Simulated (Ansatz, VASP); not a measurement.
## SnTe in VASP and in Ansatz

Contents of POSCAR:

```
SnTe
1.0
    0.0000000000      3.2064870538      3.2064870538
    3.2064870538      0.0000000000      3.2064870538
    3.2064870538      3.2064870538      0.0000000000
Sn Te
1 1
Direct
    0.0000000000      0.0000000000      0.0000000000
    0.5000000000      0.5000000000      0.5000000000
```

Contents of INCAR.step1:

```
SYSTEM = SnTe
PREC = Accurate ; ENCUT = 520
ISMEAR = 0 ; SIGMA = 0.01
LREAL = .FALSE. ; LASPH = .TRUE.
NELM = 80 ; NBANDS = 17
GGA = PE ; ALGO = Normal
EDIFF = 1E-4 ; LWAVE = .TRUE.
LCHARG = .FALSE.
```

File INCAR.step2:

```
SYSTEM = SnTe
PREC = Accurate ; ENCUT = 520
EDIFF = 1E-6 ; ISMEAR = 0
SIGMA = 0.01 ; LREAL = .FALSE.
LASPH = .TRUE. ; NELM = 80
ALGO = Normal ; ISIF = 2
LWAVE = .FALSE. ; LCHARG = .FALSE.
METAGGA = R2SCAN ; LMIXTAU = .TRUE.
NBANDS = 17 ; ISTART = 1
```

KPOINTS

```
regular mesh
0
G
  10 10 10
  0 0 0
```

Input for Ansatz:

```yaml
crystal:
  lattice:
    - [0.0, 3.2064870538, 3.2064870538]
    - [3.2064870538, 0.0, 3.2064870538]
    - [3.2064870538, 3.2064870538, 0.0]
  atoms:
    - { symbol: Sn, position: [0.0, 0.0, 0.0] }
    - { symbol: Te, position: [0.5, 0.5, 0.5] }
basis:
  ecutwfc: 500
kpoints:
  mp_grid: { grid: [10, 10, 10] }
  band_path:
    path:
      - [[0.0, 0.0, 0.0], [0.5, 0.0, 0.5], [0.625, 0.25, 0.625]]
      - [[0.375, 0.375, 0.75], [0.0, 0.0, 0.0], [0.5, 0.5, 0.5], [0.5, 0.25, 0.75], [0.5, 0.0, 0.5]]
    npoints: 14
hamiltonian:
  xc: r2scan
scf:
  occupations: { method: gaussian, width: 0.01 }
  n_extra_bands: 6
output:
  forces: true
  stress: true
  eigenvalues: true
  populations: true
  dos: { projected: true, de: 0.02, nscf_kmesh: { grid: [15, 15, 15] } }
  bader: true
  write_density: true
  write_potential: true
  elf: true
  volumetric_format: npy
```

Alike in both runs: task single point; functional r2SCAN; k mesh 10 × 10 × 10; occupations gaussian, width 0.01 eV; no spin polarisation.

|  | VASP | Ansatz |
| --- | --- | --- |
| version | VASP 6.6.1 | Ansatz 0.2.0 |
| potentials or method | VASP PAW PBE potentials, release 64 (Sn_d, Te), cutoff 520 eV | scalar-relativistic, plane waves, PAW |
| valence electrons in the cell | 20 | 30 |

|  | VASP | Ansatz | Ansatz less VASP |
| --- | --- | --- | --- |
| gap on the k mesh at the Fermi level (eV) | 0.19 | 0.19 | +0.002 |
| least direct gap on the mesh (eV) | 0.19 | 0.19 | +0.002 |
| pressure (GPa) | -0.8 | -0.8 | 0.00 |

VASP's potentials were made for PBE, not for r2SCAN. The functional is the same, so the differences come from potentials, cutoffs and numerics. VASP's potentials hold 20 valence electrons a cell and Ansatz's 30, so a difference there can come from the potentials and not from the codes.

Spin-orbit coupling is off throughout.
